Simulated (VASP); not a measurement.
Input of a VASP 6.6.1 run:

Contents of INCAR:

```
SYSTEM = Ni
PREC     = Accurate       ! precision mode
ENCUT    = 520            ! plane-wave cutoff, eV
EDIFF    = 1E-7           ! SCF threshold, eV
ISMEAR   = -1             ! smearing method
SIGMA    = 0.1            ! smearing width, eV
LREAL    = .False.        ! projectors in reciprocal space
LASPH    = .True.         ! aspherical terms in the spheres
NELM     = 150            ! most SCF steps
ALGO     = Normal         ! electronic algorithm
ISIF     = 2              ! what is computed and relaxed
LWAVE    = .False.        ! write WAVECAR
LCHARG   = .False.        ! write CHGCAR
ISPIN    = 2              ! spin polarisation
MAGMOM   = 0.06 0.06      ! initial moments
LORBIT   = 11             ! projections on sites
LMAXMIX  = 4              ! l up to which the mixer works
GGA      = PE             ! functional
NBANDS   = 21             ! bands
```

File KPOINTS:

```
regular mesh
0
Gamma
  11 11 11
  0 0 0
```

The input POSCAR:

```
Ni
1.0
    3.5516000000      1.7758000000      1.7758000000
    1.7758000000      3.5516000000      1.7758000000
    1.7758000000      1.7758000000      3.5516000000
Ni
2
Direct
    0.0000000000      0.0000000000      0.0000000000
    0.5000000000      0.5000000000      0.5000000000
```

Potentials or basis: VASP PAW PBE potentials, release 64 (Ni).

The run is started by

```console
$ cat potpaw_PBE.64/Ni/POTCAR > POTCAR
$ mpirun -np 1 vasp_std > vasp.out
```

(1) What does it give for the net moment?

(2) Estimate the pressure.

(3) What does it give for the band gap on the k mesh?

Answers

(1) 0.00 μB per cell.

(2) -5.7 GPa.

(3) zero (filled and empty bands overlap).

Caveat: the cell stands under tension.
